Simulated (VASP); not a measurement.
A run of VASP 6.6.1 is set up as follows.

File INCAR:

```
SYSTEM = Rb
ALGO     = Normal         ! electronic algorithm
EDIFF    = 1E-6           ! SCF threshold, eV
ENCUT    = 520            ! plane-wave cutoff, eV
GGA      = PS             ! functional
ISIF     = 2              ! what is computed and relaxed
ISMEAR   = 0              ! smearing method
LASPH    = .TRUE.         ! aspherical terms in the spheres
LCHARG   = .TRUE.         ! write CHGCAR
LELF     = .TRUE.         ! ELF
LREAL    = .FALSE.        ! projectors in reciprocal space
LVHAR    = .TRUE.       
LWAVE    = .FALSE.        ! write WAVECAR
NBANDS   = 10             ! bands
NELM     = 60             ! most SCF steps
PREC     = Accurate       ! precision mode
SIGMA    = 0.1            ! smearing width, eV
```

Contents of KPOINTS:

```
k-points
0
G
  10 10 10
  0 0 0
```

File POSCAR:

```
Rb
1.0
   -2.7579547133      2.7579547133      2.7579547133
    2.7579547133     -2.7579547133      2.7579547133
    2.7579547133      2.7579547133     -2.7579547133
Rb
1
Direct
    0.0000000000      0.0000000000      0.0000000000
```

Potentials or basis: VASP PAW PBE potentials, release 64 (Rb_sv).

Run with:

```console
$ cat potpaw_PBE.64/Rb_sv/POTCAR > POTCAR
$ mpirun -np 1 vasp_std > vasp.out
```

Problem. Estimate the band gap on the k mesh.

Solution. Zero (an odd number of electrons rules out a gap without spin polarisation).

Problem. Estimate the pressure.

Solution. 0.1 GPa.

Caveat: the PAW data sets were made with another functional, which shifts forces and pressure a little.
